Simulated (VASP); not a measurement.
# AgCl (Cmcm) in VASP: further runs, part 2 of 2

VASP 6.6.1.

## 4. Electric field gradients, PBE (20.19 Å³/atom)

Contents of INCAR:

```
SYSTEM = AgCl
ALGO = Normal
EDIFF = 1E-8
ENCUT = 520
GGA = PE
ISIF = 2
ISMEAR = -1
LASPH = .True.
LCHARG = .False.
LEFG = .True.
LREAL = .False.
LWAVE = .False.
NBANDS = 26
NELM = 80
PREC = Accurate
SIGMA = 0.03
```

Contents of KPOINTS:

```
k-points
0
Gamma
  9 9 8
  0 0 0
```

Contents of POSCAR:

```
AgCl
1.0
    1.8646524332     -5.5380111664      0.0000000000
    1.8646524332      5.5380111664      0.0000000000
    0.0000000000      0.0000000000      3.9109133812
Ag Cl
2 2
Direct
    0.3965554000      0.6034446000      0.7500000000
    0.6034446000      0.3965554000      0.2500000000
    0.8654487300      0.1345512700      0.2500000000
    0.1345512700      0.8654487300      0.7500000000
```

Potentials or basis: VASP PAW PBE potentials, release 64 (Ag, Cl).

The run is started by

```sh
$ cat potpaw_PBE.64/Ag/POTCAR potpaw_PBE.64/Cl/POTCAR > POTCAR
$ mpirun -np 1 vasp_std > vasp.out
```

OUTCAR:

```text
SYSTEM = AgCl
   EDIFF = 1E-8
   ENCUT = 520
   GGA = PE
   ISIF = 2
   ISMEAR = -1
   LASPH = .True.
   LREAL = .False.
   NELM = 80
   PREC = Accurate

 ion  position               nearest neighbor table
   1  0.397  0.603  0.750-   3 2.72   3 2.72   3 2.72   3 2.72   4 2.90   2 3.01   2 3.01
   2  0.603  0.397  0.250-   4 2.72   4 2.72   4 2.72   4 2.72   3 2.90   1 3.01   1 3.01
   3  0.865  0.135  0.250-   1 2.72   1 2.72   1 2.72   1 2.72   2 2.90
   4  0.135  0.865  0.750-   2 2.72   2 2.72   2 2.72   2 2.72   1 2.90

  LATTYP: Found a base centered orthorhombic cell.
 ALAT       =     3.7293048664
 B/A-ratio  =     2.9699964818
 C/A-ratio  =     1.0486976853

  Lattice vectors:

 A1 = (   1.8646524332,  -5.5380111664,   0.0000000000)
 A2 = (   1.8646524332,   5.5380111664,   0.0000000000)
 A3 = (   0.0000000000,   0.0000000000,   3.9109133812)

Analysis of symmetry for initial positions (statically):
=====================================================================
 Subroutine PRICEL returns:
 Original cell was already a primitive cell.

 Routine SETGRP: Setting up the symmetry group for a
 base centered orthorhombic supercell.

 Subroutine GETGRP returns: Found  8 space group operations
 (whereof  4 operations were pure point group operations)
 out of a pool of  8 trial point group operations.

The static configuration has the point symmetry C_2h.
 The point group associated with its full space group is D_2h.

Analysis of symmetry for dynamics (positions and initial velocities):
=====================================================================
 Subroutine PRICEL returns:
 Original cell was already a primitive cell.

 Routine SETGRP: Setting up the symmetry group for a
 base centered orthorhombic supercell.

 Subroutine GETGRP returns: Found  8 space group operations
 (whereof  4 operations were pure point group operations)
 out of a pool of  8 trial point group operations.

The dynamic configuration has the point symmetry C_2h.
 The point group associated with its full space group is D_2h.

 Subroutine INISYM returns: Found  8 space group operations
 (whereof  4 operations are pure point group operations),
 and found     1 'primitive' translations

----------------------------------------------------------------------------------------

                                     Primitive cell

  volume of cell :      80.7718

  direct lattice vectors                    reciprocal lattice vectors
     1.864652433 -5.538011166  0.000000000     0.268146487 -0.090285120  0.000000000
     1.864652433  5.538011166  0.000000000     0.268146487  0.090285120  0.000000000
     0.000000000  0.000000000  3.910913381     0.000000000  0.000000000  0.255694745

  length of vectors
     5.843500353  5.843500353  3.910913381     0.282938052  0.282938052  0.255694745

  position of ions in fractional coordinates (direct lattice)
     0.396555400  0.603444600  0.750000000
     0.603444600  0.396555400  0.250000000
     0.865448730  0.134551270  0.250000000
     0.134551270  0.865448730  0.750000000

[... 93 lines left out ...]
   ISMEAR =    -1;   SIGMA  =   0.03  broadening in eV -4-tet -1-fermi 0-gaus
   EFERMI_NEDOS =   21; number of points for ismear=-14 and -15
   IALGO  =     38    algorithm
   IMIX   =      4    mixing-type and parameters
     AMIX     =   0.40;   BMIX     =  1.00
     AMIX_MAG =   1.60;   BMIX_MAG =  1.00
  volume/ion in A,a.u.               =      20.19       136.27
  Fermi-wavevector in a.u.,A,eV,Ry     =   1.250515  2.363131 21.276636  1.563789
  Thomas-Fermi vector in A             =   2.384506
   LORBIT       =      0    0 simple, 1 ext, 2 COOP (PROOUT), +10 PAW based schemes
   GGA     = PE    functional components
   LHFCALC =     F    Hartree Fock is set to
   AEXX    =    0.0000 exact exchange contribution
   IVDW    =     0    specifies the selected vdW correction
   LEPSILON=     F    determine dielectric tensor
   LRPA    =     F    only Hartree local field effects (RPA)
 non-spin polarized calculation
  energy-cutoff  :      520.00
  volume of cell :       80.77
 maximum number of plane-waves:      2203
 NGX is ok and might be reduce to    48
   NGX = 21   NGY = 21   NGZ = 15

 number of electron      36.0000005 magnetization

 Free energy of the ion-electron system (eV)
  ---------------------------------------------------
  ext. energy  EPLUGINS =         0.00000000
  ---------------------------------------------------
  free energy    TOTEN  =       -10.63757033 eV

  energy without entropy =      -10.63756851  energy(sigma->0) =      -10.63756942

 E-fermi :   4.6497     XC(G=0): -10.3060

 val. band max:        4.3698749746   @ k =   0.2222   0.2222   0.0000
 cond. band min:       4.8560137271   @ k =   0.0000   0.0000   0.0000
 fundamental gap:      0.4861387525
 Fermi energy:         4.6497016423

 k-point     1 :       0.0000    0.0000    0.0000
  band No.  band energies     occupation
      1     -10.8547      2.00000
      2     -10.2337      2.00000
      3      -0.2161      2.00000
      4       0.8783      2.00000
      5       1.0881      2.00000
      6       1.2171      2.00000
[... 685 lines left out ...]
     25      14.8282      0.00000
     26      15.8409      0.00000

 [... further k-points ...]

------------------------ aborting loop because EDIFF is reached ----------------------------------------

  FORCE on cell =-STRESS in cart. coord.  units (eV):
  Direction    XX          YY          ZZ          XY          YZ          ZX
  --------------------------------------------------------------------------------------
  -------------------------------------------------------------------------------------
  Total        1.0696189      1.0604511      1.0720336      0.0000000      0.0000000      0.0000000
  in kB       21.2167939     21.0349414     21.2646906      0.0000000      0.0000000      0.0000000
  external PRESSURE =      21.1721420 kB  Pullay stress =       0.0000000 kB

 VOLUME and BASIS-vectors are now :
 -----------------------------------------------------------------------------
  energy-cutoff  :      520.00
  volume of cell :       80.77
      direct lattice vectors                 reciprocal lattice vectors
     1.864652433 -5.538011166  0.000000000     0.268146487 -0.090285120  0.000000000
     1.864652433  5.538011166  0.000000000     0.268146487  0.090285120  0.000000000
     0.000000000  0.000000000  3.910913381     0.000000000  0.000000000  0.255694745

 POSITION                                       TOTAL-FORCE (eV/Angst)
 -----------------------------------------------------------------------------------
      1.86465      1.14575      2.93319         0.000000      0.008502      0.000000
      1.86465     -1.14575      0.97773         0.000000     -0.008502     -0.000000
      1.86465     -4.04772      0.97773         0.000000      0.011179      0.000000
      1.86465      4.04772      2.93319         0.000000     -0.011179      0.000000
 -----------------------------------------------------------------------------------
    total drift:                                0.000000     -0.000000      0.000000

  FREE ENERGIE OF THE ION-ELECTRON SYSTEM (eV)
  ---------------------------------------------------
  free  energy   TOTEN  =       -10.6375703279 eV

  energy  without entropy=      -10.6375685075  energy(sigma->0) =      -10.63756942

 Electric field gradients (V/A^2)
---------------------------------------------------------------------
 ion       V_xx      V_yy      V_zz      V_xy      V_xz      V_yz
---------------------------------------------------------------------
   1     -23.046    52.022   -28.976     0.000     0.000    -0.000
   2     -23.046    52.022   -28.976     0.000     0.000    -0.000
   3      34.461   -54.108    19.647     0.000    -0.000    -0.000
   4      34.461   -54.108    19.647     0.000    -0.000    -0.000
---------------------------------------------------------------------

 Electric field gradients after diagonalization (V/A^2)
 (convention: |V_zz| > |V_xx| > |V_yy|)
----------------------------------------------------------------------
 ion       V_xx      V_yy      V_zz     asymmetry (V_yy - V_xx)/ V_zz
----------------------------------------------------------------------
   1     -28.976   -23.046    52.022       0.114
   2     -28.976   -23.046    52.022       0.114
   3      34.461    19.647   -54.108       0.274
   4      34.461    19.647   -54.108       0.274
----------------------------------------------------------------------

           NMR quadrupolar parameters

 Cq : quadrupolar parameter    Cq=e*Q*V_zz/h
 eta: asymmetry parameters     (V_yy - V_xx)/ V_zz
 Q  : nuclear electric quadrupole moment in mb (millibarn)
----------------------------------------------------------------------
 ion       Cq(MHz)       eta       Q (mb)
----------------------------------------------------------------------
   1       0.126       0.114       1.000
   2       0.126       0.114       1.000
   3      -0.131       0.274       1.000
   4      -0.131       0.274       1.000
----------------------------------------------------------------------
```

stdout:

```text
POSCAR found type information on POSCAR AgCl
 POSCAR found :  2 types and       4 ions
 scaLAPACK will be used
 LDA part: xc-table for (Slater+PW92), standard interpolation
 POSCAR, INCAR and KPOINTS ok, starting setup
 FFT: planning ... GRIDC
 FFT: planning ... GRID_SOFT
 FFT: planning ... GRID
 WAVECAR not read
 entering main loop
ion   1

ion   2

ion   3

ion   4
```

Run time: 3 min. Hardware: 1 thread of Intel Xeon Platinum 8559C (Emerald Rapids), shared host; peak memory 0.39 GiB.

What came out:

| Item | Value |
| --- | --- |
| Free energy | -10.6376 eV |
| Pressure | 2.1 GPa |
| Largest force | 0.011 eV/Å |
| Band gap on the k mesh | 0.49 eV (least direct gap 1.98 eV) |
| Largest electric field gradient by atom | Ag +52.0; Cl -54.1 V/Å² |

Forces in eV/Å, atoms in the order of the input:
```
Ag   0.000  0.009  0.000
Ag   0.000 -0.009  0.000
Cl   0.000  0.011  0.000
Cl   0.000 -0.011  0.000
```

Electric field gradients, principal values (V/Å²):
```
atom    least   middle  greatest (by size)
1 Ag  -23.046  -28.976              52.022
2 Ag  -23.046  -28.976              52.022
3 Cl   19.647   34.461             -54.108
4 Cl   19.647   34.461             -54.108
```

Caveat: semilocal functionals underestimate gaps, and a narrow one can read as zero; without QUAD_EFG the Cq values of the log hold for a quadrupole moment of 1 mb, not for the nuclei. A k mesh can miss the band edges.

## 5. Electric field gradients, PBE (20.60 Å³/atom)

This run uses another cell than the first one, of 20.60 Å³/atom.

Contents of INCAR:

```
SYSTEM = AgCl
PREC = Accurate
ENCUT = 520
EDIFF = 1E-8
ISMEAR = -1
SIGMA = 0.03
LREAL = .False.
LASPH = .True.
NELM = 60
ALGO = Normal
ISIF = 2
LWAVE = .False.
LCHARG = .False.
GGA = PE
LEFG = .True.
NBANDS = 26
```

Contents of KPOINTS:

```
regular mesh
0
Gamma
  9 9 8
  0 0 0
```

Contents of POSCAR:

```
AgCl
1.0
    1.8771253955     -5.5750558207      0.0000000000
    1.8771253955      5.5750558207      0.0000000000
    0.0000000000      0.0000000000      3.9370741147
Ag Cl
2 2
Direct
    0.3965554000      0.6034446000      0.7500000000
    0.6034446000      0.3965554000      0.2500000000
    0.8654487300      0.1345512700      0.2500000000
    0.1345512700      0.8654487300      0.7500000000
```

Potentials or basis: VASP PAW PBE potentials, release 64 (Ag, Cl).

The run is started by

```sh
$ cat potpaw_PBE.64/Ag/POTCAR potpaw_PBE.64/Cl/POTCAR > POTCAR
$ mpirun -np 1 vasp_std > vasp.out
```

OUTCAR:

```text
SYSTEM = AgCl
   PREC = Accurate
   ENCUT = 520
   EDIFF = 1E-8
   ISMEAR = -1
   LREAL = .False.
   LASPH = .True.
   NELM = 60
   ISIF = 2
   GGA = PE

 ion  position               nearest neighbor table
   1  0.397  0.603  0.750-   3 2.74   3 2.74   3 2.74   3 2.74   4 2.92   2 3.03   2 3.03
   2  0.603  0.397  0.250-   4 2.74   4 2.74   4 2.74   4 2.74   3 2.92   1 3.03   1 3.03
   3  0.865  0.135  0.250-   1 2.74   1 2.74   1 2.74   1 2.74   2 2.92
   4  0.135  0.865  0.750-   2 2.74   2 2.74   2 2.74   2 2.74   1 2.92

  LATTYP: Found a base centered orthorhombic cell.
 ALAT       =     3.7542507910
 B/A-ratio  =     2.9699964819
 C/A-ratio  =     1.0486976853

  Lattice vectors:
[... 926 lines left out ...]
 ion       V_xx      V_yy      V_zz      V_xy      V_xz      V_yz
---------------------------------------------------------------------
   1     -22.562    50.441   -27.879     0.000     0.000    -0.000
   2     -22.562    50.441   -27.879    -0.000     0.000    -0.000
   3      34.423   -54.056    19.634     0.000    -0.000     0.000
   4      34.423   -54.056    19.634     0.000     0.000     0.000
---------------------------------------------------------------------

 Electric field gradients after diagonalization (V/A^2)
 (convention: |V_zz| > |V_xx| > |V_yy|)
----------------------------------------------------------------------
 ion       V_xx      V_yy      V_zz     asymmetry (V_yy - V_xx)/ V_zz
----------------------------------------------------------------------
   1     -27.879   -22.562    50.441       0.105
   2     -27.879   -22.562    50.441       0.105
   3      34.423    19.634   -54.056       0.274
   4      34.423    19.634   -54.056       0.274
----------------------------------------------------------------------

           NMR quadrupolar parameters

 Cq : quadrupolar parameter    Cq=e*Q*V_zz/h
 eta: asymmetry parameters     (V_yy - V_xx)/ V_zz
 Q  : nuclear electric quadrupole moment in mb (millibarn)
----------------------------------------------------------------------
 ion       Cq(MHz)       eta       Q (mb)
----------------------------------------------------------------------
   1       0.122       0.105       1.000
   2       0.122       0.105       1.000
   3      -0.131       0.274       1.000
   4      -0.131       0.274       1.000
----------------------------------------------------------------------
```

OSZICAR:

```text
N       E                     dE             d eps       ncg     rms          rms(c)
DAV:   1     0.236454127553E+03    0.23645E+03   -0.17744E+04  6500   0.129E+03
DAV:   2     0.163962430867E+01   -0.23481E+03   -0.22376E+03  7342   0.284E+02
DAV:   3    -0.110181650216E+02   -0.12658E+02   -0.12558E+02  7644   0.668E+01
DAV:   4    -0.111539099512E+02   -0.13574E+00   -0.13560E+00  7392   0.753E+00
DAV:   5    -0.111557651556E+02   -0.18552E-02   -0.18551E-02  7688   0.909E-01    0.851E+00
DAV:   6    -0.106610195048E+02    0.49475E+00   -0.89204E-01  7170   0.105E+01    0.597E+00
DAV:   7    -0.106597619316E+02    0.12576E-02   -0.38871E-01  6800   0.346E+00    0.282E+00
DAV:   8    -0.106543944917E+02    0.53674E-02   -0.19842E-02  7050   0.135E+00    0.628E-01
DAV:   9    -0.106540570003E+02    0.33749E-03   -0.43275E-03  7244   0.694E-01    0.712E-02
DAV:  10    -0.106541316976E+02   -0.74697E-04   -0.32118E-04  7222   0.123E-01    0.470E-02
DAV:  11    -0.106541803745E+02   -0.48677E-04   -0.59088E-05  6680   0.749E-02    0.250E-02
DAV:  12    -0.106541771699E+02    0.32046E-05   -0.95797E-06  7138   0.425E-02    0.488E-03
DAV:  13    -0.106541774843E+02   -0.31447E-06   -0.20629E-06  6882   0.752E-03    0.227E-03
DAV:  14    -0.106541773929E+02    0.91394E-07   -0.17143E-07  7222   0.391E-03    0.669E-04
DAV:  15    -0.106541773643E+02    0.28665E-07   -0.30783E-08  6416   0.137E-03    0.463E-04
DAV:  16    -0.106541773602E+02    0.40768E-08   -0.70203E-09  4806   0.780E-04
   1 F= -.10654177E+02 E0= -.10654176E+02  d E =-.180669E-05
```

Run time: 4.2 min. Hardware: 1 thread of Intel Xeon Platinum 8259CL at 2.50GHz (Skylake/Cascade Lake), shared host; peak memory 0.39 GiB.

Results:

```yaml
Free_energy: -10.6542 eV
Pressure: 1.0 GPa
Largest_force: 0.019 eV/Å
Band_gap_on_the_k_mesh: 0.49 eV (least direct gap 1.94 eV)
Largest_electric_field_gradient_by_atom: Ag +50.4; Cl -54.1 V/Å²
```

Forces on the atoms (eV/Å):
```
Ag   0.000  0.019  0.000
Ag   0.000 -0.019  0.000
Cl   0.000 -0.005  0.000
Cl   0.000  0.005  0.000
```

Electric field gradients, principal values (V/Å²):
| atom | least | middle | greatest (by size) |
| --- | --- | --- | --- |
| 1 Ag | -22.562 | -27.879 | 50.441 |
| 2 Ag | -22.562 | -27.879 | 50.441 |
| 3 Cl | 19.634 | 34.423 | -54.056 |
| 4 Cl | 19.634 | 34.423 | -54.056 |

Caveat: semilocal functionals underestimate gaps, and a narrow one can read as zero; without QUAD_EFG the Cq values of the log hold for a quadrupole moment of 1 mb, not for the nuclei. A k mesh can miss the band edges.

## 6. The runs side by side

| cell | gap on the mesh (eV) | pressure (GPa) | largest force (eV/Å) |
| --- | --- | --- | --- |
| a = 5.863, b = 5.863, c = 3.885 Å, angles 90.0, 90.0, 142.8°, 4 atoms | 0.48 | 2.2 | 0.02 |
| a = 5.784, b = 5.784, c = 3.871 Å, angles 90.0, 90.0, 142.8°, 4 atoms | 0.49 | 4.0 | 0.04 |
| a = 5.844, b = 5.844, c = 3.911 Å, angles 90.0, 90.0, 142.8°, 4 atoms | 0.49 | 2.1 | 0.01 |
| a = 5.883, b = 5.883, c = 3.937 Å, angles 90.0, 90.0, 142.8°, 4 atoms | 0.49 | 1.0 | 0.02 |

Alike in all rows: task electric field gradients; level PBE; potentials or basis VASP PAW PBE potentials, release 64 (Ag, Cl); no spin polarisation; k mesh 9 × 9 × 8; cutoff (eV) 520; smearing fermi-dirac 0.03 eV.

Caveats: semilocal functionals underestimate gaps, and a narrow one can read as zero; the cell stands under pressure (at least some runs).

Total energies depend on the potentials used, so only differences within one code and one set of settings carry meaning.
